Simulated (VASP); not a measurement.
The system is ZnS (Wurtzite-4H).

```
Zn S
1.0
     3.89767    0.00000    0.00000
    -1.94884    3.37548    0.00000
     0.00000    0.00000   12.76555
Zn S
4 4
Direct
  0.66667 0.33333 0.75000
  0.33333 0.66667 0.25000
  0.00000 0.00000 0.50000
  0.00000 0.00000 0.00000
  0.66667 0.33333 0.93750
  0.33333 0.66667 0.43750
  0.00000 0.00000 0.68750
  0.00000 0.00000 0.18750
```

Base run:

| Quantity | Value |
| --- | --- |
| Program | VASP 6.6.1 |
| Functional | r2SCAN |
| Potentials or basis | VASP PAW PBE potentials, release 64 (Zn, S) |
| Cutoff | 520 eV |
| k mesh | 8 × 8 × 3 |
| Occupations | fermi-dirac, width 0.05 eV |
| Spin | no spin polarisation |

Its results: band gap on the k mesh 2.42 eV, direct; pressure -4.7 GPa; largest force 0.027 eV/Å.

**Question.** The run is repeated on the same cell with these changes: functional from r2SCAN to RPBE. What comes out?

**Answer.** Band gap on the k mesh 2.05 eV, direct; pressure 0.0 GPa; largest force 0.031 eV/Å.

r2SCAN gives the wider gap, since meta-GGAs in the generalised Kohn-Sham scheme recover part of the derivative discontinuity.

Caveats: the PAW data sets were made with another functional, which shifts forces and pressure a little.

A k mesh can miss the band edges.
